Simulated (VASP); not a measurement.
# Pt (Fm-3m) in VASP: a series of runs, part 2 of 2

VASP 6.6.1. The steps go on from the part before.

## (3) Single point, PBE

This run uses another cell than the first one, of 14.78 Å³/atom, 1.032 times its volume.

INCAR

```
ALGO = Normal
EDIFF = 1E-6
ENCUT = 520
GGA = PE
ISIF = 2
ISMEAR = 1
LASPH = T
LCHARG = F
LREAL = F
LWAVE = F
NBANDS = 11
NELM = 60
PREC = Accurate
SIGMA = 0.05
```

KPOINTS

```
k-points
0
Gamma
  13 13 13
```

POSCAR

```
Pt
1.0
    0.0000000000      1.9477392008      1.9477392008
    1.9477392008      0.0000000000      1.9477392008
    1.9477392008      1.9477392008      0.0000000000
Pt
1
Direct
    0.0000000000      0.0000000000      0.0000000000
```

Potentials or basis: VASP PAW PBE potentials, release 64 (Pt).

Launch:

```console
cat potpaw_PBE.64/Pt/POTCAR > POTCAR
mpirun -np 1 vasp_std > vasp.out
```

OUTCAR:

```text
EDIFF = 1E-6
   ENCUT = 520
   GGA = PE
   ISIF = 2
   ISMEAR = 1
   LASPH = T
   LREAL = F
   NELM = 60
   PREC = Accurate

 ion  position               nearest neighbor table
   1  0.000  0.000  0.000-

  LATTYP: Found a face centered cubic cell.
 ALAT       =     3.8954784016

  Lattice vectors:

 A1 = (   0.0000000000,   1.9477392008,   1.9477392008)
 A2 = (   1.9477392008,   0.0000000000,   1.9477392008)
 A3 = (   1.9477392008,   1.9477392008,   0.0000000000)

Analysis of symmetry for initial positions (statically):
=====================================================================
 Subroutine PRICEL returns:
 Original cell was already a primitive cell.

 Routine SETGRP: Setting up the symmetry group for a
 face centered cubic supercell.

 Subroutine GETGRP returns: Found 48 space group operations
 (whereof 48 operations were pure point group operations)
 out of a pool of 48 trial point group operations.

The static configuration has the point symmetry O_h .

Analysis of symmetry for dynamics (positions and initial velocities):
=====================================================================
 Subroutine PRICEL returns:
 Original cell was already a primitive cell.

 Routine SETGRP: Setting up the symmetry group for a
 face centered cubic supercell.

 Subroutine GETGRP returns: Found 48 space group operations
 (whereof 48 operations were pure point group operations)
 out of a pool of 48 trial point group operations.

The dynamic configuration has the point symmetry O_h .

 Subroutine INISYM returns: Found 48 space group operations
 (whereof 48 operations are pure point group operations),
 and found     1 'primitive' translations

----------------------------------------------------------------------------------------

                                     Primitive cell

  volume of cell :      14.7782

  direct lattice vectors                    reciprocal lattice vectors
     0.000000000  1.947739201  1.947739201    -0.256707879  0.256707879  0.256707879
     1.947739201  0.000000000  1.947739201     0.256707879 -0.256707879  0.256707879
     1.947739201  1.947739201  0.000000000     0.256707879  0.256707879 -0.256707879

  length of vectors
     2.754519194  2.754519194  2.754519194     0.444631090  0.444631090  0.444631090

  position of ions in fractional coordinates (direct lattice)
     0.000000000  0.000000000  0.000000000

  ion indices of the primitive-cell ions
   primitive index   ion index
                 1           1

----------------------------------------------------------------------------------------

 KPOINTS: k-points

Automatic generation of k-mesh.
 Grid dimensions read from file:
 generate k-points for:   13   13   13

 Generating k-lattice:

  Cartesian coordinates                     Fractional coordinates (reciprocal lattice)
    -0.019746760  0.019746760  0.019746760     0.076923077  0.000000000  0.000000000
     0.019746760 -0.019746760  0.019746760     0.000000000  0.076923077  0.000000000
     0.019746760  0.019746760 -0.019746760     0.000000000  0.000000000  0.076923077

  Length of vectors
     0.034202392  0.034202392  0.034202392

  Shift w.r.t. Gamma in fractional coordinates (k-lattice)
     0.000000000  0.000000000  0.000000000

 Subroutine IBZKPT returns following result:
 ===========================================

 Found     84 irreducible k-points:

 Following reciprocal coordinates:
            Coordinates               Weight
  0.000000  0.000000  0.000000      1.000000
  0.076923  0.000000  0.000000      8.000000
  0.153846  0.000000  0.000000      8.000000
  0.230769  0.000000  0.000000      8.000000
  0.307692  0.000000  0.000000      8.000000
  0.384615  0.000000  0.000000      8.000000
[... 16 lines left out ...]
  0.384615  0.153846  0.000000     24.000000
  0.461538  0.153846  0.000000     24.000000
 [... further k-points ...]
   k-points           NKPTS =     84   k-points in BZ     NKDIM =     84   number of bands    NBANDS=     11
   number of dos      NEDOS =    301   number of ions     NIONS =      1
   total plane-waves  NPLWV =   8000
   dimension x,y,z NGX =    20 NGY =   20 NGZ =   20
   dimension x,y,z NGXF=    40 NGYF=   40 NGZF=   40
   ions per type =               1
   NGX,Y,Z   is equivalent  to a cutoff of  12.07, 12.07, 12.07 a.u.
   NGXF,Y,Z  is equivalent  to a cutoff of  24.14, 24.14, 24.14 a.u.
 SYSTEM =  unknown system
   PREC   = accura    normal or accurate (medium, high low for compatibility)
   ISTART =      0    job   : 0-new  1-cont  2-samecut
   ICHARG =      2    charge: 1-file 2-atom 10-const
   ISPIN  =      1    spin polarized calculation?
   LNONCOLLINEAR =      F non collinear calculations
   LSORBIT =      F    spin-orbit coupling
   LASPH  =      T    aspherical Exc in radial PAW
   ENCUT  =  520.0 eV  38.22 Ry    6.18 a.u.   5.12  5.12  5.12*2*pi/ulx,y,z
   NELM   =     60;   NELMIN=  2; NELMDL= -5     # of ELM steps
   EDIFF  = 0.1E-05   stopping-criterion for ELM
   LREAL  =      F    real-space projection
   EDIFFG = 0.1E-04   stopping-criterion for IOM
   NSW    =      0    number of steps for IOM
   IBRION =     -1    ionic relax: 0-MD 1-quasi-New 2-CG
   NFREE  =      0    steps in history (QN), initial steepest desc. (CG)
   ISIF   =      2    stress and relaxation
   ISYM   =      2    0-nonsym 1-usesym 2-fastsym
   POTIM  = 0.5000    time-step for ionic-motion
   TEBEG  =    0.0;   TEEND  =   0.0 temperature during run
   PSTRESS=    0.0 pullay stress
   NELECT =      10.0000    total number of electrons
   NUPDOWN=      -1.0000    fix difference up-down
   EMIN   =  10.00;   EMAX   =-10.00  energy-range for DOS
   EFERMI =   0.00;   METHOD = LEGACY
   ISMEAR =     1;   SIGMA  =   0.05  broadening in eV -4-tet -1-fermi 0-gaus
   EFERMI_NEDOS =   21; number of points for ismear=-14 and -15
   IALGO  =     38    algorithm
   IMIX   =      4    mixing-type and parameters
     AMIX     =   0.40;   BMIX     =  1.00
     AMIX_MAG =   1.60;   BMIX_MAG =  1.00
  volume/ion in A,a.u.               =      14.78        99.73
  Fermi-wavevector in a.u.,A,eV,Ry     =   1.437256  2.716019 28.105607  2.065704
  Thomas-Fermi vector in A             =   2.556353
   LORBIT       =      0    0 simple, 1 ext, 2 COOP (PROOUT), +10 PAW based schemes
   GGA     = PE    functional components
   LHFCALC =     F    Hartree Fock is set to
   AEXX    =    0.0000 exact exchange contribution
   IVDW    =     0    specifies the selected vdW correction
   LEPSILON=     F    determine dielectric tensor
   LRPA    =     F    only Hartree local field effects (RPA)
 non-spin polarized calculation
 Methfessel and Paxton  Order N= 1 SIGMA  =   0.05
  energy-cutoff  :      520.00
  volume of cell :       14.78
 maximum number of plane-waves:       411
   NGX = 11   NGY = 11   NGZ = 11

 number of electron      10.0000000 magnetization

 Free energy of the ion-electron system (eV)
  ---------------------------------------------------
  ext. energy  EPLUGINS =         0.00000000
  ---------------------------------------------------
  free energy    TOTEN  =        -6.04891347 eV

  energy without entropy =       -6.04832242  energy(sigma->0) =       -6.04871645

 E-fermi :  11.6616     XC(G=0): -13.6148

 val. band max:       11.6530601782   @ k =  -0.4615   0.3077   0.0769
 cond. band min:      11.6713583648   @ k =   0.3846   0.3077   0.0769
 fundamental gap:      0.0182981866
 Fermi energy:        11.6616086531

 k-point     1 :       0.0000    0.0000    0.0000
  band No.  band energies     occupation
      1       1.2128      2.00000
      2       7.7369      2.00000
      3       7.7369      2.00000
      4       7.7369      2.00000
      5       9.9653      2.00000
      6       9.9653      2.00000
      7      26.2392      0.00000
      8      31.3228      0.00000
      9      31.3228      0.00000
     10      31.3228      0.00000
     11      36.7452      0.00000
[... 309 lines left out ...]
 k-point    24 :       0.4615    0.1538    0.0000
  band No.  band energies     occupation
      1       4.7842      2.00000
      2       7.1850      2.00000
      3       8.1202      2.00000
      4       8.4290      2.00000
      5      11.7526     -0.02733
      6      13.1421      0.00000
      7      19.3753      0.00000
      8      27.1418      0.00000
      9      29.3573      0.00000
     10      30.3861      0.00000
     11      38.8715      0.00000

 [... further k-points ...]

------------------------ aborting loop because EDIFF is reached ----------------------------------------

  FORCE on cell =-STRESS in cart. coord.  units (eV):
  Direction    XX          YY          ZZ          XY          YZ          ZX
  --------------------------------------------------------------------------------------
  -------------------------------------------------------------------------------------
  Total        1.4528050      1.4528050      1.4528050      0.0000000      0.0000000     -0.0000000
  in kB      157.5054178    157.5054178    157.5054178      0.0000000      0.0000000     -0.0000000
  external PRESSURE =     157.5054178 kB  Pullay stress =       0.0000000 kB

 VOLUME and BASIS-vectors are now :
 -----------------------------------------------------------------------------
  energy-cutoff  :      520.00
  volume of cell :       14.78
      direct lattice vectors                 reciprocal lattice vectors
     0.000000000  1.947739201  1.947739201    -0.256707879  0.256707879  0.256707879
     1.947739201  0.000000000  1.947739201     0.256707879 -0.256707879  0.256707879
     1.947739201  1.947739201  0.000000000     0.256707879  0.256707879 -0.256707879

 POSITION                                       TOTAL-FORCE (eV/Angst)
 -----------------------------------------------------------------------------------
      0.00000      0.00000      0.00000         0.000000     -0.000000      0.000000
 -----------------------------------------------------------------------------------
    total drift:                               -0.000000     -0.000000     -0.000000

  FREE ENERGIE OF THE ION-ELECTRON SYSTEM (eV)
  ---------------------------------------------------
  free  energy   TOTEN  =        -6.0489134683 eV

  energy  without entropy=       -6.0483224220  energy(sigma->0) =       -6.04871645
```

OSZICAR:

```text
N       E                     dE             d eps       ncg     rms          rms(c)
DAV:   1     0.413577306521E+02    0.41358E+02   -0.54773E+03  1880   0.858E+02
DAV:   2    -0.574719411955E+01   -0.47105E+02   -0.44996E+02  2105   0.179E+02
DAV:   3    -0.642584315339E+01   -0.67865E+00   -0.67747E+00  2163   0.205E+01
DAV:   4    -0.642844294342E+01   -0.25998E-02   -0.25996E-02  2139   0.150E+00
DAV:   5    -0.642846294513E+01   -0.20002E-04   -0.20000E-04  2169   0.122E-01    0.137E+01
DAV:   6    -0.609557789422E+01    0.33289E+00   -0.70861E-01  1995   0.682E+00    0.727E+00
DAV:   7    -0.605267214504E+01    0.42906E-01   -0.15575E-01  2115   0.312E+00    0.252E+00
DAV:   8    -0.604911253564E+01    0.35596E-02   -0.68815E-03  2031   0.725E-01    0.572E-01
DAV:   9    -0.604890960160E+01    0.20293E-03   -0.14686E-04  2082   0.109E-01    0.424E-02
DAV:  10    -0.604891354732E+01   -0.39457E-05   -0.41647E-06  2346   0.155E-02    0.331E-03
DAV:  11    -0.604891346829E+01    0.79029E-07   -0.33776E-08  1134   0.173E-03
   1 F= -.60489135E+01 E0= -.60487165E+01  d E =-.591046E-03
```

Run time: 7.3 s. Hardware: 1 thread of AMD EPYC 7R13 (Zen 3), shared host; peak memory 0.1 GiB.

What came out:

| Item | Value |
| --- | --- |
| Free energy | -6.0489 eV |
| Pressure | 15.8 GPa |
| Band gap on the k mesh | zero (band 5 reaches 12.10 eV, above the bottom of band 6 at 9.85 eV) |

Caveat: spin-orbit coupling is left out, which moves the levels of the heavy elements.

## (4) Single point, PBE

This run uses another cell than the first one, of 15.23 Å³/atom, 1.063 times its volume.

INCAR

```
SYSTEM = Pt
ALGO = Normal ; EDIFF = 1E-7
ENCUT = 520 ; GGA = PE
ISIF = 2 ; ISMEAR = 1
LASPH = .TRUE. ; LCHARG = .FALSE.
LREAL = .FALSE. ; LWAVE = .FALSE.
NBANDS = 11 ; NELM = 100
PREC = Accurate ; SIGMA = 0.05
```

KPOINTS

```
k-points
0
G
  13 13 13
  0 0 0
```

POSCAR

```
Pt
1.0
    0.0000000000      1.9674146658      1.9674146658
    1.9674146658      0.0000000000      1.9674146658
    1.9674146658      1.9674146658      0.0000000000
Pt
1
Direct
    0.0000000000      0.0000000000      0.0000000000
```

Launch:

```console
cat potpaw_PBE.64/Pt/POTCAR > POTCAR
mpirun -np 1 vasp_std > vasp.out
```

It took 11 s on 1 thread of AMD EPYC 7R13 (Zen 3), shared host; peak memory 0.12 GiB.

The run converged. Its results:

* Free energy: -6.0802 eV
* Pressure: 6.4 GPa
* Band gap on the k mesh: zero (band 5 reaches 11.48 eV, above the bottom of band 6 at 9.35 eV)

Levels at points of the mesh, in eV from the Fermi level:
| k point | band 1 | band 2 | band 3 | band 4 | band 5 | band 6 | band 7 | band 8 | band 9 | band 10 |
| --- | --- | --- | --- | --- | --- | --- | --- | --- | --- | --- |
| (0.00, 0.00, 0.00) | -10.10 | -3.73 | -3.73 | -3.73 | -1.61 | -1.61 | 14.67 | 19.58 | 19.58 | 19.58 |

Caveat: spin-orbit coupling is left out, which moves the levels of the heavy elements.

## (5) The runs side by side

| cell | gap on the mesh (eV) | pressure (GPa) |
| --- | --- | --- |
| a = 2.726 Å, angles 60.0°, 1 atom | none | 27.0 |
| a = 2.755 Å, angles 60.0°, 1 atom | none | 15.8 |
| a = 2.782 Å, angles 60.0°, 1 atom | none | 6.4 |

Alike in all rows: task single point; level PBE; potentials or basis VASP PAW PBE potentials, release 64 (Pt); no spin polarisation; k mesh 13 × 13 × 13; cutoff (eV) 520; smearing methfessel-paxton 0.05 eV.

Caveats: spin-orbit coupling is left out, which moves the levels of the heavy elements.

Total energies depend on the potentials used, so only differences within one code and one set of settings carry meaning.
